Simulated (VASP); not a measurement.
# FeCo3 (Im-3m) in VASP: single point with PBEsol

Aim: the single point of FeCo3 with PBEsol.

Program: VASP 6.6.1. These are calculated values, not measurements. Logs are shortened: lines on timing, memory, paths and dates and some standing lists are left out, and cuts for length are marked.

### Step 1. The cell of the first run

It takes space group Im-3m (No. 229, cubic). Conventional cell: a = 4.394 Å, b = 4.394 Å, c = 4.394 Å, α = 90.00°, β = 90.00°, γ = 90.00°. Fe (site symmetry m-3m) has 6 Co at 2.20 Å within 2.9 Å. Co (site symmetry 4/mmm) has 2 Fe at 2.20 Å and 4 Co at 2.20 Å within 2.9 Å.

### Step 2. Single point, PBEsol, collinear spin, ferromagnetic start

Input file INCAR:

```
SYSTEM = FeCo3
PREC = Accurate
ENCUT = 520
EDIFF = 1E-6
ISMEAR = 0
SIGMA = 0.15
LREAL = .False.
LASPH = .True.
NELM = 150
ALGO = Fast
ISIF = 2
LWAVE = .False.
LCHARG = .False.
ISPIN = 2
MAGMOM = 2.77 1.78 1.78 1.78
LORBIT = 11
LMAXMIX = 4
GGA = PS
NBANDS = 30
```

Input file KPOINTS:

```
regular mesh
0
Gamma
  16 16 16
  0 0 0
```

Input file POSCAR:

```
FeCo3
1.0
    3.6618049083     -0.7323609817     -0.7323609817
   -0.7323609817      3.6618049083     -0.7323609817
   -0.7323609817     -0.7323609817      3.6618049083
Fe Co
1 3
Direct
    0.0000000000      0.0000000000      0.0000000000
    0.5000000000      0.5000000000      0.0000000000
    0.5000000000      0.0000000000      0.5000000000
    0.0000000000      0.5000000000      0.5000000000
```

Potentials or basis: VASP PAW PBE potentials, release 64 (Fe, Co).

Command:

```bash
$ cat potpaw_PBE.64/Fe/POTCAR potpaw_PBE.64/Co/POTCAR > POTCAR
$ mpirun -np 1 vasp_std > vasp.out
```

OUTCAR:

```text
SYSTEM = FeCo3
   PREC = Accurate
   ENCUT = 520
   EDIFF = 1E-6
   ISMEAR = 0
   LREAL = .False.
   LASPH = .True.
   NELM = 150
   ISIF = 2
   ISPIN = 2
   LORBIT = 11
   GGA = PS

 ion  position               nearest neighbor table
   1  0.000  0.000  0.000-   2 2.20   3 2.20   4 2.20   4 2.20   3 2.20   2 2.20   4 3.11   3 3.11
                             3 3.11   4 3.11   2 3.11   2 3.11   3 3.11   4 3.11   2 3.11   4 3.11
   2  0.500  0.500  0.000-   1 2.20   3 2.20   4 2.20   3 2.20   4 2.20   1 2.20   3 3.11   4 3.11
                             3 3.11   4 3.11   1 3.11   1 3.11   4 3.11   4 3.11   1 3.11   3 3.11
   3  0.500  0.000  0.500-   1 2.20   2 2.20   4 2.20   2 2.20   1 2.20   4 2.20   2 3.11   1 3.11
                             1 3.11   2 3.11   4 3.11   4 3.11   4 3.11   2 3.11   2 3.11   4 3.11
   4  0.000  0.500  0.500-   1 2.20   2 2.20   3 2.20   1 2.20   2 2.20   3 2.20   1 3.11   2 3.11
                             1 3.11   2 3.11   3 3.11   3 3.11   3 3.11   2 3.11   1 3.11   3 3.11

  LATTYP: Found a body centered cubic cell.
 ALAT       =     4.3941658900

  Lattice vectors:

 A1 = (   3.6618049083,  -0.7323609817,  -0.7323609817)
 A2 = (  -0.7323609817,   3.6618049083,  -0.7323609817)
 A3 = (  -0.7323609817,  -0.7323609817,   3.6618049083)

Analysis of symmetry for initial positions (statically):
=====================================================================
 Subroutine PRICEL returns:
 Original cell was already a primitive cell.

 Routine SETGRP: Setting up the symmetry group for a
 body centered cubic supercell.

 Subroutine GETGRP returns: Found 48 space group operations
 (whereof 48 operations were pure point group operations)
 out of a pool of 48 trial point group operations.

The static configuration has the point symmetry O_h .

Analysis of symmetry for dynamics (positions and initial velocities):
=====================================================================
 Subroutine PRICEL returns:
 Original cell was already a primitive cell.

 Routine SETGRP: Setting up the symmetry group for a
 body centered cubic supercell.

 Subroutine GETGRP returns: Found 48 space group operations
 (whereof 48 operations were pure point group operations)
 out of a pool of 48 trial point group operations.

The dynamic configuration has the point symmetry O_h .

Analysis of structural, dynamic, and magnetic symmetry:
=====================================================================
 Subroutine PRICEL returns:
 Original cell was already a primitive cell.

 Routine SETGRP: Setting up the symmetry group for a
 body centered cubic supercell.

 Subroutine GETGRP returns: Found 48 space group operations
 (whereof 48 operations were pure point group operations)
 out of a pool of 48 trial point group operations.

The overall configuration has the point symmetry O_h .

 Subroutine INISYM returns: Found 48 space group operations
 (whereof 48 operations are pure point group operations),
 and found     1 'primitive' translations

----------------------------------------------------------------------------------------

                                     Primitive cell

  volume of cell :      42.4228

  direct lattice vectors                    reciprocal lattice vectors
     3.661804908 -0.732360982 -0.732360982     0.303432635  0.075858159  0.075858159
    -0.732360982  3.661804908 -0.732360982     0.075858159  0.303432635  0.075858159
    -0.732360982 -0.732360982  3.661804908     0.075858159  0.075858159  0.303432635

  length of vectors
     3.805459289  3.805459289  3.805459289     0.321838910  0.321838910  0.321838910

  position of ions in fractional coordinates (direct lattice)
     0.000000000  0.000000000  0.000000000
     0.500000000  0.500000000  0.000000000
     0.500000000  1.000000000  0.500000000
     1.000000000  0.500000000  0.500000000

  ion indices of the primitive-cell ions
   primitive index   ion index
                 1           1
                 2           2
                 3           3
                 4           4

----------------------------------------------------------------------------------------

 KPOINTS: regular mesh

Automatic generation of k-mesh.
 Grid dimensions read from file:
 generate k-points for:   16   16   16

 Generating k-lattice:

[... 22 lines left out ...]
  0.250000  0.000000  0.000000     12.000000
  0.312500  0.000000  0.000000     12.000000
[... 16 lines left out ...]
  0.187500  0.187500  0.000000     24.000000
  0.250000  0.187500  0.000000     48.000000
 [... further k-points ...]
   k-points           NKPTS =    145   k-points in BZ     NKDIM =    145   number of bands    NBANDS=     30
   number of dos      NEDOS =    301   number of ions     NIONS =      4
   total plane-waves  NPLWV =  21952
   dimension x,y,z NGX =    28 NGY =   28 NGZ =   28
   dimension x,y,z NGXF=    56 NGYF=   56 NGZF=   56
   ions per type =               1   3
   NGX,Y,Z   is equivalent  to a cutoff of  12.23, 12.23, 12.23 a.u.
   NGXF,Y,Z  is equivalent  to a cutoff of  24.46, 24.46, 24.46 a.u.
 SYSTEM =  FeCo3
   PREC   = accura    normal or accurate (medium, high low for compatibility)
   ISTART =      0    job   : 0-new  1-cont  2-samecut
   ICHARG =      2    charge: 1-file 2-atom 10-const
   ISPIN  =      2    spin polarized calculation?
   LNONCOLLINEAR =      F non collinear calculations
   LSORBIT =      F    spin-orbit coupling
   LASPH  =      T    aspherical Exc in radial PAW
   ENCUT  =  520.0 eV  38.22 Ry    6.18 a.u.   7.08  7.08  7.08*2*pi/ulx,y,z
   NELM   =    150;   NELMIN=  2; NELMDL= -5     # of ELM steps
   EDIFF  = 0.1E-05   stopping-criterion for ELM
   LREAL  =      F    real-space projection
   EDIFFG = 0.1E-04   stopping-criterion for IOM
   NSW    =      0    number of steps for IOM
   IBRION =     -1    ionic relax: 0-MD 1-quasi-New 2-CG
   NFREE  =      0    steps in history (QN), initial steepest desc. (CG)
   ISIF   =      2    stress and relaxation
   ISYM   =      2    0-nonsym 1-usesym 2-fastsym
   POTIM  = 0.5000    time-step for ionic-motion
   TEBEG  =    0.0;   TEEND  =   0.0 temperature during run
   PSTRESS=    0.0 pullay stress
   NELECT =      35.0000    total number of electrons
   NUPDOWN=      -1.0000    fix difference up-down
   EMIN   =  10.00;   EMAX   =-10.00  energy-range for DOS
   EFERMI =   0.00;   METHOD = LEGACY
   ISMEAR =     0;   SIGMA  =   0.15  broadening in eV -4-tet -1-fermi 0-gaus
   EFERMI_NEDOS =   21; number of points for ismear=-14 and -15
   IALGO  =     68    algorithm
   IMIX   =      4    mixing-type and parameters
     AMIX     =   0.40;   BMIX     =  1.00
     AMIX_MAG =   1.60;   BMIX_MAG =  1.00
  volume/ion in A,a.u.               =      10.61        71.57
  Fermi-wavevector in a.u.,A,eV,Ry     =   1.535434  2.901549 32.076505  2.357557
  Thomas-Fermi vector in A             =   2.642223
   LORBIT       =     11    0 simple, 1 ext, 2 COOP (PROOUT), +10 PAW based schemes
   GGA     = PS    functional components
   LHFCALC =     F    Hartree Fock is set to
   AEXX    =    0.0000 exact exchange contribution
   IVDW    =     0    specifies the selected vdW correction
   LEPSILON=     F    determine dielectric tensor
   LRPA    =     F    only Hartree local field effects (RPA)
 spin polarized calculation
 RMM-DIIS sequential band-by-band and
 Gauss-broadening in eV      SIGMA  =   0.15
  energy-cutoff  :      520.00
  volume of cell :       42.42
 maximum number of plane-waves:      1165
   NGX = 15   NGY = 15   NGZ = 15

 number of electron      34.9999977 magnetization       6.5853751

 Free energy of the ion-electron system (eV)
  ---------------------------------------------------
  ext. energy  EPLUGINS =         0.00000000
  ---------------------------------------------------
  free energy    TOTEN  =       -28.38441007 eV

  energy without entropy =      -28.32924364  energy(sigma->0) =      -28.35682686

 E-fermi :   9.7382     XC(G=0): -13.6003

 val. band max:        9.7366083869   @ k =  -0.2500   0.3750   0.0625
 cond. band min:       9.7393055724   @ k =  -0.3750   0.4375   0.2500
 fundamental gap:      0.0026971855
 Fermi energy:         9.7382006487

 spin component 1

 k-point     1 :       0.0000    0.0000    0.0000
  band No.  band energies     occupation
      1       0.4400      1.00000
      2       3.6093      1.00000
      3       3.6093      1.00000
      4       3.6093      1.00000
      5       4.7783      1.00000
      6       4.7783      1.00000
[... 757 lines left out ...]
     28      23.3414      0.00000
     29      23.6317      0.00000

 [... further k-points ...]

 spin component 2

 k-point     1 :       0.0000    0.0000    0.0000
  band No.  band energies     occupation
      1       0.6879      1.00000
      2       4.8412      1.00000
      3       4.8412      1.00000
      4       4.8413      1.00000
      5       5.8691      1.00000
      6       5.8691      1.00000
[... 757 lines left out ...]
     28      23.8798      0.00000
     29      24.2352      0.00000

 [... further k-points ...]

 [bands above 29 left out]

------------------------ aborting loop because EDIFF is reached ----------------------------------------

  FORCE on cell =-STRESS in cart. coord.  units (eV):
  Direction    XX          YY          ZZ          XY          YZ          ZX
  --------------------------------------------------------------------------------------
  -------------------------------------------------------------------------------------
  Total        7.8022620      7.8022620      7.8022620     -0.0000000     -0.0000000     -0.0000000
  in kB      294.6671771    294.6671771    294.6671771     -0.0000000     -0.0000000     -0.0000000
  external PRESSURE =     294.6671771 kB  Pullay stress =       0.0000000 kB

 VOLUME and BASIS-vectors are now :
 -----------------------------------------------------------------------------
  energy-cutoff  :      520.00
  volume of cell :       42.42
      direct lattice vectors                 reciprocal lattice vectors
     3.661804908 -0.732360982 -0.732360982     0.303432635  0.075858159  0.075858159
    -0.732360982  3.661804908 -0.732360982     0.075858159  0.303432635  0.075858159
    -0.732360982 -0.732360982  3.661804908     0.075858159  0.075858159  0.303432635

 POSITION                                       TOTAL-FORCE (eV/Angst)
 -----------------------------------------------------------------------------------
      0.00000      0.00000      0.00000         0.000000     -0.000000      0.000000
      1.46472      1.46472     -0.73236        -0.000000      0.000000      0.000000
      1.46472     -0.73236      1.46472        -0.000000     -0.000000     -0.000000
     -0.73236      1.46472      1.46472         0.000000     -0.000000      0.000000
 -----------------------------------------------------------------------------------
    total drift:                               -0.000000      0.000000      0.000000

  FREE ENERGIE OF THE ION-ELECTRON SYSTEM (eV)
  ---------------------------------------------------
  free  energy   TOTEN  =       -28.3844100741 eV

  energy  without entropy=      -28.3292436404  energy(sigma->0) =      -28.35682686

 total charge

# of ion       s       p       d       tot
------------------------------------------
    1        0.558   0.545   6.433   7.537
    2        0.574   0.544   7.438   8.556
    3        0.574   0.544   7.438   8.556
    4        0.574   0.544   7.438   8.556
--------------------------------------------------
tot          2.280   2.177  28.747  33.203

 magnetization (x)

# of ion       s       p       d       tot
------------------------------------------
    1        0.023   0.011   2.265   2.299
    2        0.001  -0.003   1.412   1.411
    3        0.001  -0.003   1.412   1.411
    4        0.001  -0.003   1.412   1.411
--------------------------------------------------
tot          0.027   0.003   6.500   6.530
```

It took 10 min on 1 thread of Intel Xeon 8259CL, shared host; peak memory 0.38 GiB.

What came out:

```
Free energy                                           : -28.3844 eV
Pressure                                              : 29.5 GPa
Net moment                                            : 6.59 μB per cell
Site moments                                          : Fe +2.30; Co +1.41 μB
Valence electrons inside the program's atomic spheres : Fe 7.54; Co 8.56
```

Levels at points of the mesh, in eV from the Fermi level:
Spin up:
```tsv
k point	band 18	band 19	band 20	band 21	band 22	band 23	band 24	band 25
(0.00, 0.00, 0.00)	-0.42	0.78	1.06	1.06	5.53	5.53	5.53	5.78
(0.50, 0.00, 0.00)	-1.15	-1.13	-1.08	-0.99	-0.93	5.08	5.09	6.36
(0.50, 0.50, 0.50)	-1.76	-0.29	-0.29	-0.29	1.05	1.05	5.13	5.13
```
Spin down:
| k point | band 10 | band 11 | band 12 | band 13 | band 14 | band 15 | band 16 | band 17 | band 18 | band 19 |
| --- | --- | --- | --- | --- | --- | --- | --- | --- | --- | --- |
| (0.00, 0.00, 0.00) | -0.01 | -0.01 | -0.01 | 0.42 | 0.42 | 0.42 | 1.79 | 1.79 | 1.79 | 2.07 |
| (0.50, 0.00, 0.00) | -1.68 | -1.62 | -1.39 | -1.12 | -0.63 | -0.15 | 0.23 | 0.37 | 0.49 | 0.65 |
| (0.50, 0.50, 0.50) | -1.59 | -1.59 | -1.59 | -0.37 | -0.37 | -0.37 | 0.08 | 0.08 | 0.09 | 1.91 |

Caveat: the PAW data sets were made with another functional, which shifts forces and pressure a little.
